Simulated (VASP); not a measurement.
Write the native input for VASP 6.6.1 that does the following.

- Task: single point
- Functional: PBEsol
- Potentials or basis: VASP PAW PBE potentials, release 64 (W_sv)
- Cutoff: 520 eV
- k mesh: 16 × 16 × 16
- Occupations: gaussian, width 0.1 eV
- Spin: no spin polarisation
- Dipole correction: no
- Further INCAR settings: ALGO = Normal; EDIFF = 1e-06; NBANDS = 21

The structure of W lies in POSCAR:

```
W
1.0
    3.1543279752      0.0000000000      0.0000000000
    0.0000000000      3.1543279752      0.0000000000
    0.0000000000      0.0000000000      3.1543279752
W
2
Direct
    0.0000000000      0.0000000000      0.0000000000
    0.5000000000      0.5000000000      0.5000000000
```

One way to write it, as run:

INCAR

```
SYSTEM = W
  PREC = Accurate
  ENCUT = 520
  EDIFF = 1E-6
  ISMEAR = 0
  SIGMA = 0.1
  LREAL = .FALSE.
  LASPH = .TRUE.
  NELM = 60
  ALGO = Normal
  ISIF = 2
  LWAVE = .FALSE.
  LCHARG = .FALSE.
  GGA = PS
  NBANDS = 21
```

KPOINTS

```
Automatic mesh
0
G
  16 16 16
  0 0 0
```

Potentials or basis: VASP PAW PBE potentials, release 64 (W_sv).

Run with:

```console
$ cat potpaw_PBE.64/W_sv/POTCAR > POTCAR
$ mpirun -np 1 vasp_std > vasp.out
```

It gave:

- Pressure: 0.6 GPa
- Band gap on the k mesh: zero (band 14 reaches 12.15 eV, above the bottom of band 15 at 10.88 eV)

Caveat: the PAW data sets were made with another functional, which shifts forces and pressure a little; spin-orbit coupling is left out, which moves the levels of the heavy elements.

It took 36 s on 1 thread of AMD EPYC 9R45 96-Core Processor (Zen 5) (shared host), peak memory 0.17 GiB.
